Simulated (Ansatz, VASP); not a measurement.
# One calculation of AlN, two programs

```
CELL_PARAMETERS angstrom
2.18490 -2.18490 0.00000
2.18490 0.00000 -2.18490
9.83205 8.19338 8.19338
ATOMIC_POSITIONS crystal
Al 0.90105 0.90105 0.39580
Al 0.27605 0.27605 0.22913
Al 0.52605 0.52605 0.56247
Al 0.77605 0.77605 0.89580
Al 0.15105 0.15105 0.72913
Al 0.65105 0.65105 0.06247
N 0.55730 0.55730 0.43747
N 0.93230 0.93230 0.27080
N 0.18230 0.18230 0.60413
N 0.43230 0.43230 0.93747
N 0.80730 0.80730 0.77080
N 0.30730 0.30730 0.10413
```

Alike in both runs: task single point; functional r2SCAN; k mesh 8 × 8 × 2; occupations gaussian, width 0.05 eV; no spin polarisation.

|  | VASP | Ansatz |
| --- | --- | --- |
| version | VASP 6.6.1 | Ansatz 0.2.0 |
| potentials or method | VASP PAW PBE potentials, release 64 (Al, N), cutoff 520 eV | scalar-relativistic, plane waves, PAW |
| valence electrons in the cell | 48 | 48 |

Ansatz gave:

| Quantity | Value |
| --- | --- |
| gap on the k mesh at the Fermi level (eV) | 3.15 |
| least direct gap on the mesh (eV) | 3.23 |
| pressure (GPa) | -0.1 |
| traceless stress, the component that is largest in VASP (GPa) | 5.82 |
| rms of the force components (eV/Å) | 0.461 |

Problem. What did VASP give for the same quantities?

Solution. gap on the k mesh at the Fermi level (eV): 3.13; least direct gap on the mesh (eV): 3.21; pressure (GPa): -0.5; traceless stress, the component that is largest in VASP (GPa): 5.81; rms of the force components (eV/Å): 0.460.

VASP's potentials were made for PBE, not for r2SCAN. Atom by atom the forces differ by 0.005 eV/Å (rms over components).
